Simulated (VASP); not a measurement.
Write the native input for VASP 6.6.1 that does the following.

| Item | Value |
| --- | --- |
| Task | single point |
| Functional | PBE |
| Potentials or basis | VASP PAW PBE potentials, release 64 (Sc_sv, Al) |
| Cutoff | 520 eV |
| k mesh | 1 × 1 × 1, shifted |
| Occupations | fermi-dirac, width 0.1801 eV |
| Spin | no spin polarisation |
| Dipole correction | no |
| Further INCAR settings | LREAL = Auto; ALGO = Normal; EDIFF = 1e-07; NBANDS = 54; ISYM = 0 |

The structure of ScAl3 lies in POSCAR:

```
ScAl3
1.0
    7.0248240000      0.2007760000     -0.0094590000
    0.2007760000      6.6358760000      0.3234210000
   -0.0094590000      0.3234210000      6.6710660000
Sc Al
4 12
Direct
    0.4670145814      0.9827201803      0.6462487626
    0.8192720339      0.1937026362      0.4235846256
    0.6604213744      0.6704252555     -0.0623510067
    0.3966511210      0.4739946079      0.2653616548
    0.2610894343      0.1858387698      1.0626164520
    1.0054061301      0.4789150306      0.6882076955
    1.1960796865      0.2111750456      0.4230012525
   -0.0913592169      0.8957724478      0.1098625336
    0.5538779035     -0.0099962191      0.2096192900
    1.0441886894      1.0328098312      0.7523197331
    0.9976486127      0.5276924262      0.1241032462
    0.7547070177      0.2272096779      0.8315065977
    0.7140379973      0.6602331103      0.4527141288
    0.2227578712      0.6949121886      0.9253123671
    0.4557290828      0.4690386932      0.6629994034
    0.1410006267      0.7828067123      0.4953363668
```

One way to write it, as run:

INCAR

```
SYSTEM = ScAl3
PREC     = Accurate       ! precision mode
ENCUT    = 520            ! plane-wave cutoff, eV
EDIFF    = 1E-7           ! SCF threshold, eV
ISMEAR   = -1             ! smearing method
SIGMA    = 0.1801         ! smearing width, eV
LREAL    = Auto         
LASPH    = .True.         ! aspherical terms in the spheres
NELM     = 60             ! most SCF steps
ALGO     = Normal         ! electronic algorithm
ISIF     = 2              ! what is computed and relaxed
LWAVE    = .False.        ! write WAVECAR
LCHARG   = .False.        ! write CHGCAR
GGA      = PE             ! functional
NBANDS   = 54             ! bands
ISYM     = 0
```

KPOINTS

```
Automatic mesh
0
Gamma
  1 1 1
  0.25 0.25 0.25
```

Potentials or basis: VASP PAW PBE potentials, release 64 (Sc_sv, Al).

The run is started by

```bash
$ cat potpaw_PBE.64/Sc_sv/POTCAR potpaw_PBE.64/Al/POTCAR > POTCAR
$ mpirun -np 1 vasp_std > vasp.out
```

Results of the run:

```
Pressure               : 4.1 GPa
Largest force          : 2.903 eV/Å
Band gap on the k mesh : 0.25 eV
```

Caveat: the k points lie up to 0.95 Å⁻¹ apart.

Run time: 44 s on 1 thread of Intel(R) Xeon(R) Platinum 8559C (Emerald Rapids), with other jobs on the host, peak memory 0.32 GiB.
